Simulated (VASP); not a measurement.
Os:

```
CELL_PARAMETERS angstrom
2.75221 0.00000 0.00000
-1.37610 2.38348 0.00000
0.00000 0.00000 4.34831
ATOMIC_POSITIONS crystal
Os 0.66667 0.33333 0.75000
Os 0.33333 0.66667 0.25000
```

Base run:

* Program: VASP 6.6.1
* Functional: BLYP
* Potentials or basis: VASP PAW PBE potentials, release 64 (Os_sv_GW)
* Cutoff: 560 eV
* k mesh: 11 × 11 × 6
* Occupations: fermi-dirac, width 0.05 eV
* Spin: no spin polarisation

Its results: band gap on the k mesh zero (bands 16 and 17 overlap by 3.78 eV); pressure 17.3 GPa.

After a change of settings the same cell gave: band gap on the k mesh zero (bands 16 and 17 overlap by 3.78 eV); pressure 2.7 GPa. Which change was it?
A. functional from BLYP to r2SCAN; cutoff from 560 eV to 620 eV; dispersion from none to rVV10
B. functional from BLYP to SVWN5
C. dispersion from none to D4
D. functional from BLYP to HSE06; cutoff from 560 eV to 420 eV; k mesh from 11 × 11 × 6 to 6 × 6 × 3

C.

Dispersion adds attraction, which lowers the pressure at fixed volume and, as a term added to the energy, leaves the levels alone.

Caveats: the PAW data sets were made with another functional, which shifts forces and pressure a little; spin-orbit coupling is left out, which moves the levels of the heavy elements; the cell stands under pressure (at least some runs); the dispersion term is far too large for a dense solid, which distorts pressure and volume (at least some runs).
